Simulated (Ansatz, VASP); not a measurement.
TaN: VASP beside Ansatz

```xyz
6
Lattice="5.1960 0.0000 0.0000 -2.5980 4.4999 0.0000 0.0000 0.0000 2.9110" Properties=species:S:1:pos:R:3 pbc="T T T"
Ta    0.0000    0.0000    0.0000
Ta    2.5980    1.5000    1.4555
Ta    0.0000    2.9999    1.4555
N    -1.0206    1.7678    0.0000
N     1.5774    2.7321    0.0000
N     2.0412    0.0000    0.0000
```

Alike in both runs: task relaxation of cell and atoms; functional revPBE; dispersion D3(BJ); k mesh 6 × 6 × 9; occupations fermi-dirac, width 0.05 eV; no spin polarisation.

|  | VASP | Ansatz |
| --- | --- | --- |
| version | VASP 6.6.1 | Ansatz 0.2.0 |
| potentials or method | VASP PAW PBE potentials, release 64 (Ta_pv, N) | Ansatz PAW |
| plane-wave cutoff (eV) | 600 | 420 |
| valence electrons in the cell | 48 | 54 |

```tsv
	VASP	Ansatz	Ansatz less VASP
gap on the k mesh at the Fermi level, each at its own relaxed structure (eV)	none	none	-
relaxed volume (Å³/atom)	11.22	11.19	-0.028
relaxed cell length with the largest relative difference (Å)	5.178	5.172	-0.0055
```

VASP's potentials were made for PBE, not for revPBE. A gap of «none» marks a metal or a gap that the smearing closes. VASP's potentials hold 48 valence electrons a cell and Ansatz's 54, so a difference there can come from the potentials and not from the codes.

Spin-orbit coupling is off throughout. Noted on Ansatz's run: the plane-wave basis is chosen anew once the cell has moved, so the energies of steps on either side of that aren't comparable.
